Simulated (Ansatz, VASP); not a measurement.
## One calculation of Mg, two programs

```xyz
2
Lattice="3.1501 0.0000 0.0000 -1.5750 2.7281 0.0000 0.0000 0.0000 5.0465" Properties=species:S:1:pos:R:3 pbc="T T T"
Mg    0.0000    1.8187    1.2616
Mg    1.5750    0.9094    3.7849
```

Alike in both runs: functional PBE; dispersion D3(BJ); k mesh 15 × 15 × 8; occupations gaussian, width 0.1 eV; no spin polarisation.

Ansatz relaxed the structure, and its values are those at the end. VASP's run is a single point on that final structure, the one shown.

|  | VASP | Ansatz |
| --- | --- | --- |
| version | VASP 6.6.1 | Ansatz 0.2.0 |
| potentials or method | VASP PAW PBE potentials, release 64 (Mg), cutoff 520 eV | scalar-relativistic, plane waves, PAW |
| valence electrons in the cell | 4 | 20 |

Ansatz gave:

| Property | Result |
| --- | --- |
| gap on the k mesh at the Fermi level (eV) | none |
| pressure (GPa) | 0.0 |

Q: Which values does VASP return?

A: gap on the k mesh at the Fermi level (eV): none; pressure (GPa): -0.1.

A gap of «none» marks a metal or a gap that the smearing closes. VASP's potentials hold 4 valence electrons a cell and Ansatz's 20, so a difference there can come from the potentials and not from the codes.
